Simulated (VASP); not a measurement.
Write the native input for VASP 6.6.1 that does the following.

* Task: single point
* Functional: r2SCAN
* Potentials or basis: VASP PAW PBE potentials, release 64 (Al, Cu)
* Cutoff: 520 eV
* k mesh: 20 × 20 × 20
* Occupations: gaussian, width 0.15 eV
* Spin: no spin polarisation
* Dipole correction: no
* Further INCAR settings: ALGO = Normal; EDIFF = 1e-06; NBANDS = 14

AlCu:

```
Al Cu
1.0
     2.72030    0.00000    0.00000
     0.00000    2.72030    0.00000
     0.00000    0.00000    2.72030
Al Cu
1 1
Direct
  0.00000 0.00000 0.00000
  0.50000 0.50000 0.50000
```

This cell differs from its parent crystal: strain -0.080 along x and y, -0.080 along z.

These files were run (other wordings do the same):

POSCAR

```
AlCu
1.0
    2.7202970089      0.0000000000      0.0000000000
    0.0000000000      2.7202970089      0.0000000000
    0.0000000000      0.0000000000      2.7202970089
Al Cu
1 1
Direct
    0.0000000000      0.0000000000      0.0000000000
    0.5000000000      0.5000000000      0.5000000000
```

INCAR.step1

```
SYSTEM = AlCu
ALGO     = Normal         ! electronic algorithm
EDIFF    = 1E-4           ! SCF threshold, eV
ENCUT    = 520            ! plane-wave cutoff, eV
GGA      = PE             ! functional
ISMEAR   = 0              ! smearing method
LASPH    = .True.         ! aspherical terms in the spheres
LCHARG   = .False.        ! write CHGCAR
LREAL    = .False.        ! projectors in reciprocal space
LWAVE    = .True.         ! write WAVECAR
NBANDS   = 14             ! bands
NELM     = 80             ! most SCF steps
PREC     = Accurate       ! precision mode
SIGMA    = 0.15           ! smearing width, eV
```

INCAR.step2

```
SYSTEM = AlCu
ALGO     = Normal         ! electronic algorithm
EDIFF    = 1E-6           ! SCF threshold, eV
ENCUT    = 520            ! plane-wave cutoff, eV
ISIF     = 2              ! what is computed and relaxed
ISMEAR   = 0              ! smearing method
ISTART   = 1            
LASPH    = .True.         ! aspherical terms in the spheres
LCHARG   = .False.        ! write CHGCAR
LMIXTAU  = .True.       
LREAL    = .False.        ! projectors in reciprocal space
LWAVE    = .False.        ! write WAVECAR
METAGGA  = R2SCAN         ! meta-GGA
NBANDS   = 14             ! bands
NELM     = 80             ! most SCF steps
PREC     = Accurate       ! precision mode
SIGMA    = 0.15           ! smearing width, eV
```

KPOINTS

```
k-points
0
Gamma
  20 20 20
  0 0 0
```

Potentials or basis: VASP PAW PBE potentials, release 64 (Al, Cu).

Run with:

```sh
$ cat potpaw_PBE.64/Al/POTCAR potpaw_PBE.64/Cu/POTCAR > POTCAR
$ cp INCAR.step1 INCAR
$ mpirun -np 1 vasp_std > vasp.out
$ cp INCAR.step2 INCAR
$ mpirun -np 1 vasp_std > vasp.out
```

It gave:

| Quantity | Value |
| --- | --- |
| Pressure | 57.9 GPa |
| Band gap on the k mesh | zero (bands 7 and 8 overlap by 5.90 eV) |

Caveat: the cell differs from its parent crystal (strain -0.080 along x and y, -0.080 along z); the cell stands under pressure; the PAW data sets were made with another functional, which shifts forces and pressure a little.

Wall time 3 min on 1 thread of Intel(R) Xeon(R) Platinum 8488C (Sapphire Rapids), on a shared host, peak memory 0.19 GiB.
